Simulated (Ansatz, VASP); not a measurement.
**Two plane-wave programs on KBr**

Contents of INCAR:

```
PREC = Accurate
ENCUT = 520
EDIFF = 1E-6
ISMEAR = 0
SIGMA = 0.02
LREAL = False
LASPH = True
NELM = 100
ALGO = Normal
ISIF = 2
LWAVE = False
LCHARG = False
GGA = PE
NBANDS = 15
```

Contents of KPOINTS:

```
Automatic mesh
0
Gamma
  6 6 6
```

The input POSCAR:

```
KBr
1.0
    4.0524755678      0.0000000000      0.0000000000
    0.0000000000      4.0524755678      0.0000000000
    0.0000000000      0.0000000000      4.0524755678
K Br
1 1
Direct
    0.0000000000      0.0000000000      0.0000000000
    0.5000000000      0.5000000000      0.5000000000
```

Input for Ansatz:

```yaml
crystal:
  lattice:
    - [4.0524755678, 0.0, 0.0]
    - [0.0, 4.0524755678, 0.0]
    - [0.0, 0.0, 4.0524755678]
  atoms:
    - { symbol: K, position: [0.0, 0.0, 0.0] }
    - { symbol: Br, position: [0.5, 0.5, 0.5] }
basis:
  ecutwfc: 420
kpoints:
  mp_grid: { grid: [6, 6, 6] }
hamiltonian:
  xc: pbe
scf:
  occupations: { method: gaussian, width: 0.02 }
output:
  forces: true
  stress: true
  eigenvalues: true
  populations: true
```

Alike in both runs: task single point; functional PBE; k mesh 6 × 6 × 6; occupations gaussian, width 0.02 eV; no spin polarisation.

```csv
,VASP,Ansatz
version,VASP 6.6.1,Ansatz 0.2.0
potentials or method,"VASP PAW PBE potentials, release 64 (K_sv, Br), cutoff 520 eV","scalar-relativistic, plane waves, PAW"
valence electrons in the cell,16,16
```

|  | VASP | Ansatz | Ansatz less VASP |
| --- | --- | --- | --- |
| gap on the k mesh at the Fermi level (eV) | 3.84 | 3.84 | +0.002 |
| least direct gap on the mesh (eV) | 4.10 | 4.10 | +0.002 |
| pressure (GPa) | -0.2 | -0.2 | 0.00 |
